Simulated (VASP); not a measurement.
Write the native input for VASP 6.6.1 that does the following.

* Task: single point
* Functional: PBE
* Dispersion: D3(BJ)
* Potentials or basis: VASP PAW PBE potentials, release 64 (Sb, Ga_d, O, C)
* Cutoff: 520 eV
* k mesh: 6 × 6 × 1
* Occupations: gaussian, width 0.1 eV
* Spin: no spin polarisation
* Dipole correction: yes
* Further INCAR settings: ALGO = Normal; EDIFF = 1e-06; NBANDS = 32

The structure of Ga2Sb2CO lies in POSCAR:

```
Ga2Sb2CO
1.0
    4.3343814647      0.0000000000      0.0000000000
   -2.1671907324      3.7536844581      0.0000000000
    0.0000000000      0.0000000000     23.6197422994
Sb Ga O C
2 2 1 1
Direct
    0.0000000000      0.0000000000      0.1693498578
    0.3333333333      0.6666666667      0.3259656336
    0.3333333333      0.6666666667      0.2068080104
    0.6666666667      0.3333333333      0.3585874135
    1.0000000000      1.0000000000      0.5025347927
    1.0000000000      1.0000000000      0.5512228768
```

One way to write it, as run:

INCAR

```
PREC     = Accurate       # precision mode
ENCUT    = 520            # plane-wave cutoff, eV
EDIFF    = 1E-6           # SCF threshold, eV
ISMEAR   = 0              # smearing method
SIGMA    = 0.1            # smearing width, eV
LREAL    = False          # projectors in reciprocal space
LASPH    = True           # aspherical terms in the spheres
NELM     = 60             # most SCF steps
ALGO     = Normal         # electronic algorithm
ISIF     = 2              # what is computed and relaxed
LWAVE    = False          # write WAVECAR
LCHARG   = False          # write CHGCAR
LDIPOL   = True         
IDIPOL   = 3            
DIPOL    = 0.5 0.5 0.352
GGA      = PE             # functional
IVDW     = 12             # dispersion correction
NBANDS   = 32             # bands
```

KPOINTS

```
regular mesh
0
Gamma
  6 6 1
```

Potentials or basis: VASP PAW PBE potentials, release 64 (Sb, Ga_d, O, C).

The run is started by

```bash
$ cat potpaw_PBE.64/Sb/POTCAR potpaw_PBE.64/Ga_d/POTCAR potpaw_PBE.64/O/POTCAR potpaw_PBE.64/C/POTCAR > POTCAR
$ mpirun -np 1 vasp_std > vasp.out
```

Results of the run:

| Quantity | Value |
| --- | --- |
| Largest force | 0.700 eV/Å |
| Band gap on the k mesh | 0.04 eV (least direct gap 0.15 eV) |
| Dispersion energy per atom | -0.164 eV |

Caveat: spin-orbit coupling is left out, which moves the levels of the heavy elements.

It took 99 s on 1 thread of Intel(R) Xeon(R) 6975P-C (Granite Rapids), with other jobs on the host, peak memory 0.51 GiB.
